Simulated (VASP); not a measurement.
## Cu: single point with PBEsol

Crystal: Cu.

```
CELL_PARAMETERS angstrom
-1.35591 1.35591 1.35463
1.35591 -1.35591 1.35463
1.35591 1.35591 -1.35463
ATOMIC_POSITIONS crystal
Cu 0.00000 0.00000 0.00000
```

| Item | Value |
| --- | --- |
| Program | VASP 6.6.1 |
| Task | single point |
| Functional | PBEsol |
| Potentials or basis | VASP PAW PBE potentials, release 64 (Cu) |
| Cutoff | 520 eV |
| k mesh | 13 × 13 × 13 |
| Occupations | fermi-dirac, width 0.05 eV |
| Spin | no spin polarisation |
| Dipole correction | no |
| Further INCAR settings | ALGO = Normal; EDIFF = 1e-06; NBANDS = 12 |

```json
{
 "Pressure": "30.7 GPa"
}
```

Levels at points of the mesh, in eV from the Fermi level:
| k point | band 2 | band 3 | band 4 | band 5 | band 6 | band 7 | band 8 | band 9 | band 10 | band 11 |
| --- | --- | --- | --- | --- | --- | --- | --- | --- | --- | --- |
| (0.00, 0.00, 0.00) | -3.64 | -3.64 | -3.64 | -2.33 | -2.33 | 26.74 | 26.74 | 26.77 | 31.72 | 31.74 |

It took 11 s on 1 thread of Intel(R) Xeon(R) Platinum 8488C (Sapphire Rapids) (shared host), peak memory 0.13 GiB.

Caveat: the PAW data sets were made with another functional, which shifts forces and pressure a little.
